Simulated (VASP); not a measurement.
A run of VASP 6.6.1:

File INCAR:

```
  PREC = Accurate
  ENCUT = 520
  EDIFF = 1E-7
  ISMEAR = 0
  SIGMA = 0.1
  LREAL = F
  LASPH = T
  NELM = 100
  ALGO = Normal
  ISIF = 2
  LWAVE = F
  LCHARG = T
  GGA = PS
  LELF = T
  LVHAR = T
  NBANDS = 22
```

The input KPOINTS:

```
Automatic mesh
0
Gamma
  12 12 10
```

The input POSCAR:

```
LiC6
1.0
    4.2847099052      0.0000000000      0.0000000000
   -2.1423549526      3.7106676258      0.0000000000
    0.0000000000      0.0000000000      3.3689415733
Li C
1 6
Direct
    0.0000000000      0.0000000000      0.0000000000
    0.0000000000      0.3338031510      0.5000000000
    0.6661968490      0.6661968490      0.5000000000
    0.3338031510      0.0000000000      0.5000000000
    0.0000000000      0.6661968490      0.5000000000
    0.3338031510      0.3338031510      0.5000000000
    0.6661968490      0.0000000000      0.5000000000
```

Potentials or basis: VASP PAW PBE potentials, release 64 (Li_sv, C).

Launch:

```console
$ cat potpaw_PBE.64/Li_sv/POTCAR potpaw_PBE.64/C/POTCAR > POTCAR
$ mpirun -np 1 vasp_std > vasp.out
```

Hardware: 1 thread of Intel(R) Xeon(R) Platinum 8488C (Sapphire Rapids) (shared host).

Q: Estimate the wall time of this run.

A: It took 64 s on 1 thread of Intel(R) Xeon(R) Platinum 8488C (Sapphire Rapids) (shared host), peak memory 0.23 GiB. Counts: scf iterations 14, k points 114.
